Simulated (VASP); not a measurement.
A run of VASP 6.6.1 is set up as follows.

The input POSCAR:

```
CeSi2Bi2C
1.0
    5.2593199296      0.0000000000      0.0000000000
    0.0000000000      5.2593199296      0.0000000000
    0.0000000000      0.0000000000      4.9531187325
Ce Si Bi C
1 2 2 1
Direct
    0.0000000000      0.0000000000      0.0000000000
    0.5000000000      0.5000000000      0.2313227144
    0.5000000000      0.5000000000      0.7686772856
    0.0000000000      0.5000000000      0.5000000000
    0.5000000000      0.0000000000      0.5000000000
    0.0000000000      0.0000000000      0.5000000000
```

File INCAR.step1:

```
SYSTEM = CeSi2Bi2C
ALGO = Normal
EDIFF = 1E-4
ENCUT = 520
GGA = PE
ISMEAR = -1
LASPH = .True.
LCHARG = .False.
LREAL = .False.
LWAVE = .True.
NBANDS = 36
NELM = 100
PREC = Accurate
SIGMA = 0.1
```

File INCAR.step2:

```
SYSTEM = CeSi2Bi2C
ALGO = Normal
EDIFF = 1E-7
ENCUT = 520
ISIF = 2
ISMEAR = -1
ISTART = 1
LASPH = .True.
LCHARG = .False.
LMIXTAU = .True.
LREAL = .False.
LWAVE = .False.
METAGGA = R2SCAN
NBANDS = 36
NELM = 100
PREC = Accurate
SIGMA = 0.1
```

Contents of KPOINTS:

```
k-points
0
Gamma
  5 5 4
  0 0 0
```

Potentials or basis: VASP PAW PBE potentials, release 64 (Ce, Si, Bi_d, C).

Command:

```console
$ cat potpaw_PBE.64/Ce/POTCAR potpaw_PBE.64/Si/POTCAR potpaw_PBE.64/Bi_d/POTCAR potpaw_PBE.64/C/POTCAR > POTCAR
$ cp INCAR.step1 INCAR
$ mpirun -np 1 vasp_std > vasp.out
$ cp INCAR.step2 INCAR
$ mpirun -np 1 vasp_std > vasp.out
```

(1) What does it give for the band gap on the k mesh?

(2) What does it give for the largest force?

(3) Predict the pressure.

Results:

(1) zero (bands 27 and 28 overlap by 1.81 eV).

(2) 0.014 eV/Å.

(3) -0.1 GPa.

Caveat: the PAW data sets were made with another functional, which shifts forces and pressure a little; spin-orbit coupling is left out, which moves the levels of the heavy elements; semilocal functionals describe open f shells poorly, which spoils levels, moments and volumes.
